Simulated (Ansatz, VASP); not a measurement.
**CaO: VASP beside Ansatz**

```xyz
2
Lattice="2.3955 2.3955 0.0000 -2.3955 2.3955 0.0000 0.0000 2.3955 2.3771" Properties=species:S:1:pos:R:3 pbc="T T T"
Ca    0.0000    0.0000    0.0000
O     0.0000    2.3955    0.0000
```

Change from the starting cell: film at in-plane strain +0.005.

Alike in both runs: task single point; functional PBEsol; k mesh 8 × 8 × 8; no spin polarisation.

```csv
,VASP,Ansatz
version,VASP 6.6.1,Ansatz 0.2.0
potentials or method,"VASP PAW PBE potentials, release 64 (Ca_sv, O), cutoff 520 eV","all-electron LAPW, scalar-relativistic"
occupations,"gaussian, width 0.01 eV",fixed
```

```csv
,VASP,Ansatz,Ansatz less VASP
gap on the k mesh at the Fermi level (eV),3.50,3.51,+0.018
pressure (GPa),-0.2,-0.8,-0.63
"traceless stress, the component that is largest in VASP (GPa)",0.88,0.84,-0.038
```

VASP's potentials were made for PBE, not for PBEsol. Ansatz ran all-electron here, and VASP with PAW potentials.
